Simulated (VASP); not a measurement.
# Al12N in VASP: a series of runs

Al12N is run at these levels: PBE; tasks: single point.

All numbers are computed with VASP 6.6.1; they aren't measurements. Logs are shortened: lines on timing, memory, paths and dates and some standing lists are left out, and cuts for length are marked.

### Step 1. The cell of the first run

The cell holds a slab with vacuum, 13 atoms: a = 5.714 Å, b = 5.714 Å, c = 19.675 Å, α = 90.00°, β = 90.00°, γ = 90.00°.

### Step 2. Single point, PBE

INCAR reads:

```
PREC     = Accurate       # precision mode
ENCUT    = 520            # plane-wave cutoff, eV
EDIFF    = 1E-7           # SCF threshold, eV
ISMEAR   = 0              # smearing method
SIGMA    = 0.1            # smearing width, eV
LREAL    = False          # projectors in reciprocal space
LASPH    = True           # aspherical terms in the spheres
NELM     = 60             # most SCF steps
ALGO     = Normal         # electronic algorithm
ISIF     = 2              # what is computed and relaxed
LWAVE    = False          # write WAVECAR
LCHARG   = False          # write CHGCAR
LDIPOL   = True         
IDIPOL   = 3            
DIPOL    = 0.5 0.5 0.324
GGA      = PE             # functional
NBANDS   = 32             # bands
```

KPOINTS reads:

```
Automatic mesh
0
Gamma
  5 5 1
```

POSCAR reads:

```
Al12N
1.0
    5.7143028096      0.0000000000      0.0000000000
    0.0000000000      5.7143028096      0.0000000000
    0.0000000000      0.0000000000     19.6750228481
Al N
12 1
Direct
    0.2500000000      0.2500000000      0.2033034488
    0.2500000000      0.7500000000      0.2033034488
    0.7500000000      0.2500000000      0.2033034488
    0.7500000000      0.7500000000      0.2033034488
    0.0000000000      0.0000000000      0.3092772432
    0.0000000000      0.5000000000      0.3092772432
    0.5000000000      0.0000000000      0.3092772432
    0.5000000000      0.5000000000      0.3092772432
    0.2500000000      0.2500000000      0.4155025847
    0.2500000000      0.7500000000      0.4155025847
    0.7500000000      0.2500000000      0.4155025847
    0.7500000000      0.7500000000      0.4155025847
    0.2500000000      0.2500000000      0.5046878268
```

Potentials or basis: VASP PAW PBE potentials, release 64 (Al, N).

The run is started by

```console
cat potpaw_PBE.64/Al/POTCAR potpaw_PBE.64/N/POTCAR > POTCAR
mpirun -np 1 vasp_std > vasp.out
```

OUTCAR:

```text
PREC = Accurate
   ENCUT = 520
   EDIFF = 1E-7
   ISMEAR = 0
   LREAL = False
   LASPH = True
   NELM = 60
   ISIF = 2
   GGA = PE

 ion  position               nearest neighbor table
   1  0.250  0.250  0.203-   2 2.86   3 2.86   2 2.86   3 2.86   7 2.90   8 2.90   5 2.90   6 2.90

   2  0.250  0.750  0.203-   1 2.86   4 2.86   1 2.86   4 2.86   7 2.90   8 2.90   5 2.90   6 2.90

   3  0.750  0.250  0.203-   1 2.86   4 2.86   4 2.86   1 2.86   7 2.90   8 2.90   5 2.90   6 2.90
[... 15 lines left out ...]
  11  0.750  0.250  0.416-   9 2.86  12 2.86  12 2.86   9 2.86   5 2.91   6 2.91   7 2.91   8 2.91

  12  0.750  0.750  0.416-  10 2.86  11 2.86  11 2.86  10 2.86   5 2.91   6 2.91   7 2.91   8 2.91

  13  0.250  0.250  0.505-   9 1.75

  LATTYP: Found a simple tetragonal cell.
 ALAT       =     5.7143028096
 C/A-ratio  =     3.4431186977

  Lattice vectors:

 A1 = (   5.7143028096,   0.0000000000,   0.0000000000)
 A2 = (   0.0000000000,   5.7143028096,   0.0000000000)
 A3 = (   0.0000000000,   0.0000000000,  19.6750228481)

Analysis of symmetry for initial positions (statically):
=====================================================================
 Subroutine PRICEL returns:
 Original cell was already a primitive cell.

 Routine SETGRP: Setting up the symmetry group for a
 simple tetragonal supercell.

 Subroutine GETGRP returns: Found  8 space group operations
 (whereof  2 operations were pure point group operations)
 out of a pool of 16 trial point group operations.

The static configuration has the point symmetry C_1h.
 The point group associated with its full space group is C_4v.

Analysis of symmetry for dynamics (positions and initial velocities):
=====================================================================
 Subroutine PRICEL returns:
 Original cell was already a primitive cell.

 Routine SETGRP: Setting up the symmetry group for a
 simple tetragonal supercell.

 Subroutine GETGRP returns: Found  8 space group operations
 (whereof  2 operations were pure point group operations)
 out of a pool of 16 trial point group operations.

The dynamic configuration has the point symmetry C_1h.
 The point group associated with its full space group is C_4v.

 Subroutine INISYM returns: Found  8 space group operations
 (whereof  2 operations are pure point group operations),
 and found     1 'primitive' translations

----------------------------------------------------------------------------------------

                                     Primitive cell

  volume of cell :     642.4536

  direct lattice vectors                    reciprocal lattice vectors
     5.714302810  0.000000000  0.000000000     0.174999476  0.000000000  0.000000000
     0.000000000  5.714302810  0.000000000     0.000000000  0.174999476  0.000000000
     0.000000000  0.000000000 19.675022848     0.000000000  0.000000000  0.050825862

  length of vectors
     5.714302810  5.714302810 19.675022848     0.174999476  0.174999476  0.050825862

  position of ions in fractional coordinates (direct lattice)
     0.250000000  0.250000000  0.203303449
     0.250000000  0.750000000  0.203303449
     0.750000000  0.250000000  0.203303449
     0.750000000  0.750000000  0.203303449
     0.000000000  0.000000000  0.309277243
     0.000000000  0.500000000  0.309277243
     0.500000000  0.000000000  0.309277243
     0.500000000  0.500000000  0.309277243
     0.250000000  0.250000000  0.415502585
     0.250000000  0.750000000  0.415502585
     0.750000000  0.250000000  0.415502585
     0.750000000  0.750000000  0.415502585
     0.250000000  0.250000000  0.504687827

  ion indices of the primitive-cell ions
   primitive index   ion index
                 1           1
                 2           2
                 3           3
                 4           4
                 5           5
                 6           6
                 7           7
                 8           8
                 9           9
                10          10
                11          11
                12          12
                13          13

----------------------------------------------------------------------------------------

 KPOINTS: Automatic mesh

Automatic generation of k-mesh.
 Grid dimensions read from file:
 generate k-points for:    5    5    1

 Generating k-lattice:

  Cartesian coordinates                     Fractional coordinates (reciprocal lattice)
     0.034999895  0.000000000  0.000000000     0.200000000  0.000000000  0.000000000
     0.000000000  0.034999895  0.000000000     0.000000000  0.200000000  0.000000000
     0.000000000  0.000000000  0.050825862     0.000000000  0.000000000  1.000000000

  Length of vectors
     0.034999895  0.034999895  0.050825862

  Shift w.r.t. Gamma in fractional coordinates (k-lattice)
     0.000000000  0.000000000  0.000000000

 Subroutine IBZKPT returns following result:
 ===========================================

 Found      6 irreducible k-points:

 Following reciprocal coordinates:
            Coordinates               Weight
  0.000000  0.000000  0.000000      1.000000
  0.200000  0.000000  0.000000      4.000000
  0.400000  0.000000  0.000000      4.000000
  0.200000  0.200000  0.000000      4.000000
  0.400000  0.200000  0.000000      8.000000
  0.400000  0.400000  0.000000      4.000000
   k-points           NKPTS =      6   k-points in BZ     NKDIM =      6   number of bands    NBANDS=     32
   number of dos      NEDOS =    301   number of ions     NIONS =     13
   total plane-waves  NPLWV = 264600
   dimension x,y,z NGX =    42 NGY =   42 NGZ =  150
   dimension x,y,z NGXF=    84 NGYF=   84 NGZF=  300
   ions per type =              12   1
   NGX,Y,Z   is equivalent  to a cutoff of  12.22, 12.22, 12.67 a.u.
   NGXF,Y,Z  is equivalent  to a cutoff of  24.44, 24.44, 25.35 a.u.
 SYSTEM =  unknown system
   PREC   = accura    normal or accurate (medium, high low for compatibility)
   ISTART =      0    job   : 0-new  1-cont  2-samecut
   ICHARG =      2    charge: 1-file 2-atom 10-const
   ISPIN  =      1    spin polarized calculation?
   LNONCOLLINEAR =      F non collinear calculations
   LSORBIT =      F    spin-orbit coupling
   LASPH  =      T    aspherical Exc in radial PAW
   ENCUT  =  520.0 eV  38.22 Ry    6.18 a.u.  10.62 10.62 36.58*2*pi/ulx,y,z
   NELM   =     60;   NELMIN=  2; NELMDL= -5     # of ELM steps
   EDIFF  = 0.1E-06   stopping-criterion for ELM
   LREAL  =      F    real-space projection
   EDIFFG = 0.1E-05   stopping-criterion for IOM
   NSW    =      0    number of steps for IOM
   IBRION =     -1    ionic relax: 0-MD 1-quasi-New 2-CG
   NFREE  =      0    steps in history (QN), initial steepest desc. (CG)
   ISIF   =      2    stress and relaxation
   ISYM   =      2    0-nonsym 1-usesym 2-fastsym
   POTIM  = 0.5000    time-step for ionic-motion
   TEBEG  =    0.0;   TEEND  =   0.0 temperature during run
   PSTRESS=    0.0 pullay stress
   NELECT =      41.0000    total number of electrons
   NUPDOWN=      -1.0000    fix difference up-down
   EMIN   =  10.00;   EMAX   =-10.00  energy-range for DOS
   EFERMI =   0.00;   METHOD = LEGACY
   ISMEAR =     0;   SIGMA  =   0.10  broadening in eV -4-tet -1-fermi 0-gaus
   EFERMI_NEDOS =   21; number of points for ismear=-14 and -15
   IALGO  =     38    algorithm
   IMIX   =      4    mixing-type and parameters
     AMIX     =   0.40;   BMIX     =  1.00
     AMIX_MAG =   1.60;   BMIX_MAG =  1.00
  volume/ion in A,a.u.               =      49.42       333.50
  Fermi-wavevector in a.u.,A,eV,Ry     =   0.654218  1.236292  5.823302  0.428001
  Thomas-Fermi vector in A             =   1.724706
   LORBIT       =      0    0 simple, 1 ext, 2 COOP (PROOUT), +10 PAW based schemes
   GGA     = PE    functional components
   LHFCALC =     F    Hartree Fock is set to
   AEXX    =    0.0000 exact exchange contribution
   IVDW    =     0    specifies the selected vdW correction
   LEPSILON=     F    determine dielectric tensor
   LRPA    =     F    only Hartree local field effects (RPA)
 non-spin polarized calculation
 Gauss-broadening in eV      SIGMA  =   0.10
  energy-cutoff  :      520.00
  volume of cell :      642.45
 maximum number of plane-waves:     17320
   NGX = 21   NGY = 21   NGZ = 73

 dipolmoment           0.000000      0.000000     -0.080260 electrons x Angstroem

 number of electron      41.0000000 magnetization

 dipolmoment           0.000000      0.000000      0.368643 electrons x Angstroem

 Free energy of the ion-electron system (eV)
  ---------------------------------------------------
  ext. energy  EPLUGINS =         0.00000000
  ---------------------------------------------------
  free energy    TOTEN  =       -46.52353881 eV

  energy without entropy =      -46.48349080  energy(sigma->0) =      -46.50351481

 E-fermi :  -1.0213     XC(G=0):  -4.3359

 val. band max:       -1.0347689109   @ k =   0.2000   0.2000   0.0000
 cond. band min:      -0.9895929925   @ k =   0.4000   0.2000   0.0000
 fundamental gap:      0.0451759184
 Fermi energy:        -1.0212677335

 k-point     1 :       0.0000    0.0000    0.0000
  band No.  band energies     occupation
      1     -13.4091      2.00000
      2     -11.1139      2.00000
      3      -8.9181      2.00000
      4      -6.7791      2.00000
      5      -6.7347      2.00000
      6      -6.6640      2.00000
[... 199 lines left out ...]
     31       1.9687      0.00000
     32       2.0568      0.00000

------------------------ aborting loop because EDIFF is reached ----------------------------------------

 vacuum level on the upper side and lower side of the slab       (xc-potential included)         0.924        -1.069

  FORCE on cell =-STRESS in cart. coord.  units (eV):
  Direction    XX          YY          ZZ          XY          YZ          ZX
  --------------------------------------------------------------------------------------
  -------------------------------------------------------------------------------------
  Total       -8.1122316     -8.1122316     -0.9177664      0.0000000      0.0000000      0.0000000
  in kB      -20.2306194    -20.2306194     -2.2887640      0.0000000      0.0000000      0.0000000
  external PRESSURE =     -14.2500009 kB  Pullay stress =       0.0000000 kB

 VOLUME and BASIS-vectors are now :
 -----------------------------------------------------------------------------
  energy-cutoff  :      520.00
  volume of cell :      642.45
      direct lattice vectors                 reciprocal lattice vectors
     5.714302810  0.000000000  0.000000000     0.174999476  0.000000000  0.000000000
     0.000000000  5.714302810  0.000000000     0.000000000  0.174999476  0.000000000
     0.000000000  0.000000000 19.675022848     0.000000000  0.000000000  0.050825862

 POSITION                                       TOTAL-FORCE (eV/Angst)
 -----------------------------------------------------------------------------------
      1.42858      1.42858      4.00000        -0.000000     -0.000000      0.004089
      1.42858      4.28573      4.00000        -0.000000     -0.000000      0.031237
      4.28573      1.42858      4.00000        -0.000000     -0.000000      0.031237
      4.28573      4.28573      4.00000        -0.000000     -0.000000      0.112023
      0.00000      0.00000      6.08504         0.056090      0.056090      0.024261
      0.00000      2.85715      6.08504         0.056090     -0.056090      0.024261
      2.85715      0.00000      6.08504        -0.056090      0.056090      0.024261
      2.85715      2.85715      6.08504        -0.056090     -0.056090      0.024261
      1.42858      1.42858      8.17502        -0.000000     -0.000000     -1.029545
      1.42858      4.28573      8.17502        -0.000000     -0.000000      0.354501
      4.28573      1.42858      8.17502        -0.000000     -0.000000      0.354501
      4.28573      4.28573      8.17502        -0.000000     -0.000000      0.025077
      1.42858      1.42858      9.92974        -0.000000      0.000000      0.019835
 -----------------------------------------------------------------------------------
    total drift:                                0.000000      0.000000      0.000360

  FREE ENERGIE OF THE ION-ELECTRON SYSTEM (eV)
  ---------------------------------------------------
  free  energy   TOTEN  =       -46.5235388089 eV

  energy  without entropy=      -46.4834908044  energy(sigma->0) =      -46.50351481

 vacuum level on the upper side and lower side of the slab         5.284         3.234
```

It took 4.7 min on 1 thread of Intel Xeon Platinum 8488C (Sapphire Rapids), shared host; peak memory 0.6 GiB.

What came out:

```
Free energy   : -46.5235 eV
Largest force : 1.030 eV/Å
```

Forces on the atoms (eV/Å):
```
Al   0.000  0.000  0.004
Al   0.000  0.000  0.031
Al   0.000  0.000  0.031
Al   0.000  0.000  0.112
Al   0.056  0.056  0.024
Al   0.056 -0.056  0.024
Al  -0.056  0.056  0.024
Al  -0.056 -0.056  0.024
Al   0.000  0.000 -1.030
Al   0.000  0.000  0.355
Al   0.000  0.000  0.355
Al   0.000  0.000  0.025
N    0.000  0.000  0.020
```

### Step 3. Single point, PBE

INCAR reads:

```
SYSTEM = Al12N
  PREC = Accurate
  ENCUT = 520
  EDIFF = 1E-6
  ISMEAR = 0
  SIGMA = 0.1
  LREAL = .FALSE.
  LASPH = .TRUE.
  NELM = 80
  ALGO = Normal
  ISIF = 2
  LWAVE = .FALSE.
  LCHARG = .TRUE.
  LDIPOL = .TRUE.
  IDIPOL = 3
  DIPOL = 0.5 0.5 0.318
  GGA = PE
  LELF = .TRUE.
  LVHAR = .TRUE.
  LVACPOTAV = .TRUE.
  NBANDS = 32
```

KPOINTS reads:

```
regular mesh
0
G
  5 5 1
  0 0 0
```

POSCAR, as its differences from that of step 2:

```diff
@@ -20,2 +20,2 @@
     0.7500000000      0.7500000000      0.4155025847
-    0.2500000000      0.2500000000      0.5046878268
+    0.5000000000      0.5000000000      0.4175938209
```

Potentials or basis: VASP PAW PBE potentials, release 64 (Al, N).

The run is started by

```console
cat potpaw_PBE.64/Al/POTCAR potpaw_PBE.64/N/POTCAR > POTCAR
mpirun -np 1 vasp_std > vasp.out
```

It took 4.5 min on 1 thread of Intel Xeon Platinum 8488C (Sapphire Rapids), shared host; peak memory 0.6 GiB.

It converged, with:

```yaml
Free_energy: -50.0784 eV
Largest_force: 0.594 eV/Å
```

Forces on the atoms (eV/Å):
```
Al  -0.025 -0.025  0.161
Al  -0.025  0.025  0.161
Al   0.025 -0.025  0.161
Al   0.025  0.025  0.161
Al   0.000  0.000 -0.274
Al   0.000  0.000 -0.153
Al   0.000  0.000 -0.153
Al   0.000  0.000 -0.057
Al  -0.420 -0.420  0.001
Al  -0.420  0.420  0.001
Al   0.420 -0.420  0.001
Al   0.420  0.420  0.001
N    0.000  0.000 -0.009
```

Levels at points of the mesh, in eV from the Fermi level:
| k point | band 18 | band 19 | band 20 | band 21 | band 22 | band 23 |
| --- | --- | --- | --- | --- | --- | --- |
| (0.00, 0.00, 0.00) | -1.38 | -0.99 | -0.74 | -0.74 | -0.32 | 0.16 |
